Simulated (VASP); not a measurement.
# HgTe (Fm-3m) in VASP: further runs

Aim: see how the results for HgTe move with the level of theory and the settings. Levels: revPBE, BLYP, PBEsol, r2SCAN. Tasks: relaxation of cell and atoms, single point.

Everything below comes from runs of VASP 6.6.1. Logs are shortened: lines on timing, memory, paths and dates and some standing lists are left out, and cuts for length are marked.

## 1. The cell of the first run

The structure is cubic, space group Fm-3m (No. 225). The conventional cell has a = 6.360 Å, b = 6.360 Å, c = 6.360 Å, α = 90.00°, β = 90.00°, γ = 90.00°. Within 4.2 Å of Hg (site symmetry m-3m) lie 6 Te at 3.18 Å. Within 4.2 Å of Te (site symmetry m-3m) lie 6 Hg at 3.18 Å.

## 2. Relaxation of cell and atoms, revPBE

The input, INCAR:

```
SYSTEM = HgTe
ALGO = Normal
EDIFF = 1E-6
EDIFFG = -0.01
ENCUT = 600
GGA = RE
IBRION = 2
ISIF = 3
ISMEAR = -1
LASPH = .True.
LCHARG = .False.
LREAL = .False.
LWAVE = .False.
NELM = 80
NSW = 60
PREC = Accurate
SIGMA = 0.05
```

The input, KPOINTS:

```
k-points
0
Gamma
  7 7 7
  0 0 0
```

The input, POSCAR:

```
HgTe
1.0
    0.0000000000      3.1800000000      3.1800000000
    3.1800000000      0.0000000000      3.1800000000
    3.1800000000      3.1800000000      0.0000000000
Hg Te
1 1
Direct
    0.0000000000      0.0000000000      0.0000000000
    0.5000000000      0.5000000000      0.5000000000
```

Potentials or basis: VASP PAW PBE potentials, release 64 (Hg, Te).

Run with:

```console
$ cat potpaw_PBE.64/Hg/POTCAR potpaw_PBE.64/Te/POTCAR > POTCAR
$ mpirun -np 1 vasp_std > vasp.out
```

OUTCAR:

```text
SYSTEM = HgTe
   EDIFF = 1E-6
   EDIFFG = -0.01
   ENCUT = 600
   GGA = RE
   IBRION = 2
   ISIF = 3
   ISMEAR = -1
   LASPH = .True.
   LREAL = .False.
   NELM = 80
   NSW = 60
   PREC = Accurate

 ion  position               nearest neighbor table
   1  0.000  0.000  0.000-   2 3.18   2 3.18   2 3.18   2 3.18   2 3.18   2 3.18
   2  0.500  0.500  0.500-   1 3.18   1 3.18   1 3.18   1 3.18   1 3.18   1 3.18

  LATTYP: Found a face centered cubic cell.
 ALAT       =     6.3600000000

  Lattice vectors:

 A1 = (   0.0000000000,   3.1800000000,   3.1800000000)
 A2 = (   3.1800000000,   0.0000000000,   3.1800000000)
 A3 = (   3.1800000000,   3.1800000000,   0.0000000000)

Analysis of symmetry for initial positions (statically):
=====================================================================
 Subroutine PRICEL returns:
 Original cell was already a primitive cell.

 Routine SETGRP: Setting up the symmetry group for a
 face centered cubic supercell.

 Subroutine GETGRP returns: Found 48 space group operations
 (whereof 48 operations were pure point group operations)
 out of a pool of 48 trial point group operations.

The static configuration has the point symmetry O_h .

Analysis of symmetry for dynamics (positions and initial velocities):
=====================================================================
 Subroutine PRICEL returns:
 Original cell was already a primitive cell.

 Routine SETGRP: Setting up the symmetry group for a
 face centered cubic supercell.

 Subroutine GETGRP returns: Found 48 space group operations
 (whereof 48 operations were pure point group operations)
 out of a pool of 48 trial point group operations.

The dynamic configuration has the point symmetry O_h .

 Subroutine INISYM returns: Found 48 space group operations
 (whereof 48 operations are pure point group operations),
 and found     1 'primitive' translations

----------------------------------------------------------------------------------------

                                     Primitive cell

  volume of cell :      64.3149

  direct lattice vectors                    reciprocal lattice vectors
     0.000000000  3.180000000  3.180000000    -0.157232704  0.157232704  0.157232704
     3.180000000  0.000000000  3.180000000     0.157232704 -0.157232704  0.157232704
     3.180000000  3.180000000  0.000000000     0.157232704  0.157232704 -0.157232704

  length of vectors
     4.497199128  4.497199128  4.497199128     0.272335033  0.272335033  0.272335033

  position of ions in fractional coordinates (direct lattice)
     0.000000000  0.000000000  0.000000000
     0.500000000  0.500000000  0.500000000

  ion indices of the primitive-cell ions
   primitive index   ion index
                 1           1
                 2           2

----------------------------------------------------------------------------------------

 KPOINTS: k-points

Automatic generation of k-mesh.
 Grid dimensions read from file:
 generate k-points for:    7    7    7

 Generating k-lattice:

  Cartesian coordinates                     Fractional coordinates (reciprocal lattice)
    -0.022461815  0.022461815  0.022461815     0.142857143  0.000000000  0.000000000
     0.022461815 -0.022461815  0.022461815     0.000000000  0.142857143  0.000000000
     0.022461815  0.022461815 -0.022461815     0.000000000  0.000000000  0.142857143

  Length of vectors
     0.038905005  0.038905005  0.038905005

  Shift w.r.t. Gamma in fractional coordinates (k-lattice)
     0.000000000  0.000000000  0.000000000

 Subroutine IBZKPT returns following result:
 ===========================================

 Found     20 irreducible k-points:

 Following reciprocal coordinates:
            Coordinates               Weight
  0.000000  0.000000  0.000000      1.000000
  0.142857  0.000000  0.000000      8.000000
  0.285714  0.000000  0.000000      8.000000
  0.428571  0.000000  0.000000      8.000000
  0.142857  0.142857  0.000000      6.000000
  0.285714  0.142857  0.000000     24.000000
[... 12 lines left out ...]
 -0.428571  0.428571  0.142857     24.000000
 -0.285714  0.428571  0.142857     24.000000
   k-points           NKPTS =     20   k-points in BZ     NKDIM =     20   number of bands    NBANDS=     13
   number of dos      NEDOS =    301   number of ions     NIONS =      2
   total plane-waves  NPLWV =  46656
   dimension x,y,z NGX =    36 NGY =   36 NGZ =   36
   dimension x,y,z NGXF=    72 NGYF=   72 NGZF=   72
   ions per type =               1   1
   NGX,Y,Z   is equivalent  to a cutoff of  13.31, 13.31, 13.31 a.u.
   NGXF,Y,Z  is equivalent  to a cutoff of  26.62, 26.62, 26.62 a.u.
 SYSTEM =  HgTe
   PREC   = accura    normal or accurate (medium, high low for compatibility)
   ISTART =      0    job   : 0-new  1-cont  2-samecut
   ICHARG =      2    charge: 1-file 2-atom 10-const
   ISPIN  =      1    spin polarized calculation?
   LNONCOLLINEAR =      F non collinear calculations
   LSORBIT =      F    spin-orbit coupling
   LASPH  =      T    aspherical Exc in radial PAW
   ENCUT  =  600.0 eV  44.10 Ry    6.64 a.u.   8.98  8.98  8.98*2*pi/ulx,y,z
   NELM   =     80;   NELMIN=  2; NELMDL= -5     # of ELM steps
   EDIFF  = 0.1E-05   stopping-criterion for ELM
   LREAL  =      F    real-space projection
   EDIFFG = -.1E-01   stopping-criterion for IOM
   NSW    =     60    number of steps for IOM
   IBRION =      2    ionic relax: 0-MD 1-quasi-New 2-CG
   NFREE  =      1    steps in history (QN), initial steepest desc. (CG)
   ISIF   =      3    stress and relaxation
   ISYM   =      2    0-nonsym 1-usesym 2-fastsym
   POTIM  = 0.5000    time-step for ionic-motion
   TEBEG  =    0.0;   TEEND  =   0.0 temperature during run
   PSTRESS=    0.0 pullay stress
   NELECT =      18.0000    total number of electrons
   NUPDOWN=      -1.0000    fix difference up-down
   EMIN   =  10.00;   EMAX   =-10.00  energy-range for DOS
   EFERMI =   0.00;   METHOD = LEGACY
   ISMEAR =    -1;   SIGMA  =   0.05  broadening in eV -4-tet -1-fermi 0-gaus
   EFERMI_NEDOS =   21; number of points for ismear=-14 and -15
   IALGO  =     38    algorithm
   IMIX   =      4    mixing-type and parameters
     AMIX     =   0.40;   BMIX     =  1.00
     AMIX_MAG =   1.60;   BMIX_MAG =  1.00
  volume/ion in A,a.u.               =      32.16       217.01
  Fermi-wavevector in a.u.,A,eV,Ry     =   1.070850  2.023613 15.602062  1.146719
  Thomas-Fermi vector in A             =   2.206572
   LORBIT       =      0    0 simple, 1 ext, 2 COOP (PROOUT), +10 PAW based schemes
   GGA     = RE    functional components
   LHFCALC =     F    Hartree Fock is set to
   AEXX    =    0.0000 exact exchange contribution
   IVDW    =     0    specifies the selected vdW correction
   LEPSILON=     F    determine dielectric tensor
   LRPA    =     F    only Hartree local field effects (RPA)
 conjugate gradient relaxation of ions
 non-spin polarized calculation
  energy-cutoff  :      600.00
  volume of cell :       64.31
 maximum number of plane-waves:      2168
   NGX = 17   NGY = 17   NGZ = 17

--------------------------------------- Ionic step        1  -------------------------------------------

 number of electron      17.9999998 magnetization

 Free energy of the ion-electron system (eV)
  ---------------------------------------------------
  ext. energy  EPLUGINS =         0.00000000
  ---------------------------------------------------
  free energy    TOTEN  =        -2.62265657 eV

  energy without entropy =       -2.61416896  energy(sigma->0) =       -2.61841277

------------------------ aborting loop because EDIFF is reached ----------------------------------------

  FORCE on cell =-STRESS in cart. coord.  units (eV):
  Direction    XX          YY          ZZ          XY          YZ          ZX
  --------------------------------------------------------------------------------------
  -------------------------------------------------------------------------------------
  Total       -0.9725403     -0.9725403     -0.9725403      0.0000000      0.0000000     -0.0000000
  in kB      -24.2274011    -24.2274011    -24.2274011      0.0000000      0.0000000     -0.0000000
  external PRESSURE =     -24.2274011 kB  Pullay stress =       0.0000000 kB

 VOLUME and BASIS-vectors are now :
 -----------------------------------------------------------------------------
  energy-cutoff  :      600.00
  volume of cell :       64.31
      direct lattice vectors                 reciprocal lattice vectors
     0.000000000  3.180000000  3.180000000    -0.157232704  0.157232704  0.157232704
     3.180000000  0.000000000  3.180000000     0.157232704 -0.157232704  0.157232704
     3.180000000  3.180000000  0.000000000     0.157232704  0.157232704 -0.157232704
[... 37 lines left out ...]
 POSITION                                       TOTAL-FORCE (eV/Angst)
 -----------------------------------------------------------------------------------
      0.00000      3.10540      3.10540         0.000000      0.000000     -0.000000
      3.10540      3.10540      3.10540         0.000000     -0.000000      0.000000
 -----------------------------------------------------------------------------------
    total drift:                               -0.000000     -0.000000      0.000000

  FREE ENERGIE OF THE ION-ELECTRON SYSTEM (eV)
  ---------------------------------------------------
  free  energy   TOTEN  =        -2.6598161656 eV

  energy  without entropy=       -2.6530287487  energy(sigma->0) =       -2.65642246

--------------------------------------- Ionic step        3  -------------------------------------------

 number of electron      18.0000002 magnetization

 Free energy of the ion-electron system (eV)
  ---------------------------------------------------
  ext. energy  EPLUGINS =         0.00000000
  ---------------------------------------------------
  free energy    TOTEN  =        -2.65984027 eV

  energy without entropy =       -2.65308618  energy(sigma->0) =       -2.65646323

 E-fermi :   3.9444     XC(G=0):  -9.5298

 val. band max:        3.9174141482   @ k =  -0.1429   0.1429   0.0000
 cond. band min:       4.0617305751   @ k =   0.4286   0.0000   0.0000
 fundamental gap:      0.1443164270
 Fermi energy:         3.9444447840

 k-point     1 :       0.0000    0.0000    0.0000
  band No.  band energies     occupation
      1      -7.7639      2.00000
      2      -2.6257      2.00000
      3      -2.6257      2.00000
      4      -2.5719      2.00000
      5      -2.5719      2.00000
      6      -2.5719      2.00000
      7       2.7973      2.00000
      8       3.2694      2.00000
      9       3.2694      2.00000
     10       3.2694      2.00000
     11      11.5188      0.00000
     12      11.5349      0.00000
     13      11.5911      0.00000

 k-point     2 :       0.1429    0.0000    0.0000
  band No.  band energies     occupation
      1      -7.6068      2.00000
      2      -2.6813      2.00000
      3      -2.6813      2.00000
      4      -2.5908      2.00000
      5      -2.5488      2.00000
      6      -2.5488      2.00000
      7       1.1703      2.00000
      8       3.4069      1.99996
      9       3.4069      1.99996
     10       4.8062      0.00000
     11       9.8033      0.00000
[... 310 lines left out ...]
 POSITION                                       TOTAL-FORCE (eV/Angst)
 -----------------------------------------------------------------------------------
      0.00000      0.00000      0.00000        -0.000000      0.000000     -0.000000
      3.10374      3.10374      3.10374         0.000000     -0.000000      0.000000
 -----------------------------------------------------------------------------------
    total drift:                               -0.000000      0.000000      0.000000

  FREE ENERGIE OF THE ION-ELECTRON SYSTEM (eV)
  ---------------------------------------------------
  free  energy   TOTEN  =        -2.6598402654 eV

  energy  without entropy=       -2.6530861847  energy(sigma->0) =       -2.65646323

 reached required accuracy - stopping structural energy minimisation
```

It took 42 s on 1 thread of AMD EPYC 9R45 (Zen 5), shared host; peak memory 0.18 GiB.

Results:

```yaml
Free_energy: -2.6598 eV
Relaxed_volume: 29.90 Å³/atom
Relaxed_cell: a = 4.389 Å, b = 4.389 Å, c = 4.389 Å, α = 60.00°, β = 60.00°, γ = 60.00°
Space_group_after_relaxing_to_0.05_Å: Fm-3m (No. 225)
Energy_gained_by_relaxing: 18.6 meV/atom
Ionic_steps: 3
Pressure_after_relaxing: 0.0 GPa
Band_gap_on_the_k_mesh: zero (band 9 reaches 4.12 eV, above the bottom of band 10 at 1.92 eV)
```

The path:
| step | energy change (eV) | largest force (eV/Å) | pressure (GPa) | volume (Å³) |
| --- | --- | --- | --- | --- |
| 1 | 0.0000 | 0.0000 | -2.42 | 64.31 |
| 2 | -0.0372 | 0.0000 | -0.07 | 59.89 |
| 3 | -0.0372 | 0.0000 | -0.01 | 59.80 |

Final structure:
```
CELL_PARAMETERS angstrom
0.00000 3.10374 3.10374
3.10374 0.00000 3.10374
3.10374 3.10374 0.00000
ATOMIC_POSITIONS crystal
Hg 0.00000 0.00000 0.00000
Te 0.50000 0.50000 0.50000
```

Caveat: the PAW data sets were made with another functional, which shifts forces and pressure a little; spin-orbit coupling is left out, which moves the levels of the heavy elements.

## 3. Relaxation of cell and atoms, BLYP

The input, INCAR:

```
PREC = Accurate
ENCUT = 600
EDIFF = 1E-6
ISMEAR = -1
SIGMA = 0.05
LREAL = F
LASPH = T
NELM = 80
ALGO = Normal
ISIF = 3
LWAVE = F
LCHARG = F
GGA = B5
ALDAX = 1.0
AGGAX = 1.0
AGGAC = 1.0
ALDAC = 0.0
IBRION = 2
NSW = 60
EDIFFG = -0.01
```

The input, KPOINTS:

```
regular mesh
0
Gamma
  7 7 7
```

POSCAR is that of step 2.

Potentials or basis: VASP PAW PBE potentials, release 64 (Hg, Te).

Run with:

```console
$ cat potpaw_PBE.64/Hg/POTCAR potpaw_PBE.64/Te/POTCAR > POTCAR
$ mpirun -np 1 vasp_std > vasp.out
```

Wall time 48 s (1 thread of AMD EPYC 9R45 (Zen 5), shared host); peak memory 0.18 GiB.

Results (log left out):

```yaml
Free_energy: -2.2742 eV
Pressure_after_relaxing: 0.0 GPa
Band_gap_on_the_k_mesh: zero (band 9 reaches 3.69 eV, above the bottom of band 10 at 1.80 eV)
```

Final structure:
```yaml
crystal:
  lattice:
    - [0.00000, 3.18000, 3.18000]
    - [3.18000, 0.00000, 3.18000]
    - [3.18000, 3.18000, 0.00000]
  atoms:
    - { symbol: Hg, position: [0.00000, 0.00000, 0.00000] }
    - { symbol: Te, position: [0.50000, 0.50000, 0.50000] }
```

Levels at points of the mesh, in eV from the Fermi level:
| k point | band 7 | band 8 | band 9 | band 10 | band 11 | band 12 |
| --- | --- | --- | --- | --- | --- | --- |
| (0.00, 0.00, 0.00) | -1.46 | -0.57 | -0.57 | -0.57 | 7.41 | 7.41 |

Caveat: the relaxation stopped at its first step, so nothing moved; the PAW data sets were made with another functional, which shifts forces and pressure a little; spin-orbit coupling is left out, which moves the levels of the heavy elements.

## 4. Single point, PBEsol, non-collinear spin, zero start, spin-orbit coupling

The input, INCAR:

```
SYSTEM = HgTe
PREC = Accurate ; ENCUT = 520
EDIFF = 1E-7 ; ISMEAR = -1
SIGMA = 0.05 ; LREAL = .False.
LASPH = .True. ; NELM = 150
ALGO = Normal ; ISIF = 2
LWAVE = .False. ; LCHARG = .True.
MAGMOM = 0 0 0 0 0 0 ; LORBIT = 11
LSORBIT = .True. ; GGA_COMPAT = .False.
LORBMOM = .True. ; GGA = PS
LVHAR = .True. ; NBANDS = 30
```

The input, KPOINTS:

```
Automatic mesh
0
Gamma
  5 5 5
  0 0 0
```

POSCAR is that of step 3.

Potentials or basis: VASP PAW PBE potentials, release 64 (Hg, Te).

Run with:

```console
$ cat potpaw_PBE.64/Hg/POTCAR potpaw_PBE.64/Te/POTCAR > POTCAR
$ mpirun -np 1 vasp_ncl > vasp.out
```

OUTCAR:

```text
SYSTEM = HgTe
   PREC = Accurate
   ENCUT = 520
   EDIFF = 1E-7
   ISMEAR = -1
   LREAL = .False.
   LASPH = .True.
   NELM = 150
   ISIF = 2
   LORBIT = 11
   LSORBIT = .True.
   GGA = PS

 ion  position               nearest neighbor table
   1  0.000  0.000  0.000-   2 3.18   2 3.18   2 3.18   2 3.18   2 3.18   2 3.18
   2  0.500  0.500  0.500-   1 3.18   1 3.18   1 3.18   1 3.18   1 3.18   1 3.18

  LATTYP: Found a face centered cubic cell.
 ALAT       =     6.3600000000

  Lattice vectors:

 A1 = (   0.0000000000,   3.1800000000,   3.1800000000)
 A2 = (   3.1800000000,   0.0000000000,   3.1800000000)
 A3 = (   3.1800000000,   3.1800000000,   0.0000000000)

Analysis of symmetry for initial positions (statically):
=====================================================================
 Subroutine PRICEL returns:
 Original cell was already a primitive cell.

 Routine SETGRP: Setting up the symmetry group for a
 face centered cubic supercell.

 Subroutine GETGRP returns: Found 48 space group operations
 (whereof 48 operations were pure point group operations)
 out of a pool of 48 trial point group operations.

The static configuration has the point symmetry O_h .

Analysis of symmetry for dynamics (positions and initial velocities):
[... 574 lines left out ...]
     0.0000000     0.0000000     0.0000000     0.0000000     0.0000000     0.0000000     0.0000000
     0.0000000     0.0000000     0.0000000     0.0000000     0.0000000     0.0000000     0.0000000
     0.0000000     0.0000000     0.0000000     0.0000000     0.0000000     0.0000000     0.0000000
     0.0000000     0.0000000     0.0000000     0.0000000     0.0000000     0.0000000     0.0000000

 Ion:    2  E_soc:     -0.2921272
 l=   1
     0.0000000    -0.0486152    -0.0486152
    -0.0486152     0.0000000    -0.0486152
    -0.0486152    -0.0486152     0.0000000
 l=   2
     0.0000000    -0.0000054     0.0000000    -0.0000054    -0.0000673
    -0.0000054     0.0000000    -0.0000505    -0.0000054    -0.0000168
     0.0000000    -0.0000505     0.0000000    -0.0000505     0.0000000
    -0.0000054    -0.0000054    -0.0000505     0.0000000    -0.0000168
    -0.0000673    -0.0000168     0.0000000    -0.0000168     0.0000000
 l=   3
     0.0000000     0.0000000     0.0000000     0.0000000     0.0000000     0.0000000     0.0000000
     0.0000000     0.0000000     0.0000000     0.0000000     0.0000000     0.0000000     0.0000000
     0.0000000     0.0000000     0.0000000     0.0000000     0.0000000     0.0000000     0.0000000
     0.0000000     0.0000000     0.0000000     0.0000000     0.0000000     0.0000000     0.0000000
     0.0000000     0.0000000     0.0000000     0.0000000     0.0000000     0.0000000     0.0000000
     0.0000000     0.0000000     0.0000000     0.0000000     0.0000000     0.0000000     0.0000000
     0.0000000     0.0000000     0.0000000     0.0000000     0.0000000     0.0000000     0.0000000

 total charge

# of ion       s       p       d       tot
------------------------------------------
    1        0.767   0.247   9.344  10.359
    2        1.405   1.828   0.021   3.255
--------------------------------------------------
tot          2.173   2.076   9.366  13.614

 magnetization (x)

# of ion       s       p       d       tot
------------------------------------------
    1        0.000  -0.000   0.000   0.000
    2        0.000  -0.000   0.000  -0.000
--------------------------------------------------
tot          0.000  -0.000   0.000  -0.000

 magnetization (y)

# of ion       s       p       d       tot
------------------------------------------
    1        0.000   0.000   0.000   0.000
    2       -0.000   0.000   0.000  -0.000
--------------------------------------------------
tot         -0.000   0.000   0.000  -0.000

 magnetization (z)

# of ion       s       p       d       tot
------------------------------------------
    1       -0.000   0.000  -0.000  -0.000
    2        0.000   0.000  -0.000   0.000
--------------------------------------------------
tot          0.000   0.000  -0.000  -0.000
```

Wall time 72 s (1 thread of AMD EPYC 9R45 (Zen 5), shared host); peak memory 0.34 GiB.

What came out:

| Property | Result |
| --- | --- |
| Free energy | -4.4014 eV |
| Pressure | -6.2 GPa |
| Net moment | 0.00 μB per cell |
| Valence electrons inside the program's atomic spheres | Hg 10.36; Te 3.25 |

Moments on the atoms (μB; x, y, z):
```
Hg  0.00 0.00 0.00
Te  0.00 0.00 0.00
```

Caveat: the PAW data sets were made with another functional, which shifts forces and pressure a little.

(Continued in part 2 of 2.)
